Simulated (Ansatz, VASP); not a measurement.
SiC: VASP beside Ansatz

```xyz
4
Lattice="3.0760 0.0000 0.0000 -1.5380 2.6639 0.0000 0.0000 0.0000 4.9470" Properties=species:S:1:pos:R:3 pbc="T T T"
Si    0.0000    1.7759    0.0166
Si    1.5380    0.8880    2.4902
C     0.0000    1.7759    1.8880
C     1.5380    0.8880    4.3615
```

Change from the starting cell: z stretched by -2 %, ions relaxed.

Alike in both runs: functional PBE; k mesh 16 × 16 × 9; occupations fermi-dirac, width 0.02 eV; no spin polarisation.

Ansatz relaxed the structure, and its values are those at the end. VASP's run is a single point on that final structure, the one shown.

|  | VASP | Ansatz |
| --- | --- | --- |
| version | VASP 6.6.1 | Ansatz 0.2.0 |
| potentials or method | VASP PAW PBE potentials, release 64 (Si, C) | plane-wave PAW, scalar-relativistic |
| plane-wave cutoff (eV) | 520 | 420 |
| valence electrons in the cell | 16 | 16 |

|  | VASP | Ansatz | Ansatz less VASP |
| --- | --- | --- | --- |
| gap on the k mesh at the Fermi level (eV) | 2.37 | 2.38 | +0.003 |
| pressure (GPa) | 8.1 | 8.1 | +0.06 |

Ansatz's warnings: stress scf threshold loose.
